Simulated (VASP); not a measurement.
Runs of VASP 6.6.1 on Si. Symmetry: I4/mmm, No. 139, tetragonal system. Conventional cell: a = 3.254 Å, b = 3.254 Å, c = 2.641 Å, α = 90.00°, β = 90.00°, γ = 90.00°. Si (site symmetry 4/mmm) has 14 Si at 2.64 to 3.25 Å within 3.5 Å. 

```tsv
k mesh	gap on the mesh (eV)	pressure (GPa)
13 × 13 × 13	none	3.5
11 × 11 × 11	none	3.4
5 × 5 × 5	none	7.4
7 × 7 × 7	none	3.5
9 × 9 × 9	none	3.9
4 × 4 × 4	none	(a)
```

Alike in all rows: task single point; level PBE; potentials or basis VASP PAW PBE potentials, release 64 (Si); no spin polarisation; cell as given; cutoff (eV) 520; smearing fermi-dirac 0.05 eV.

Question: Estimate the missing entries.

Answer: (a) 2.0.

Caveats: some runs use coarse meshes.

A gap of «none» marks levels without a gap at the run's occupations.
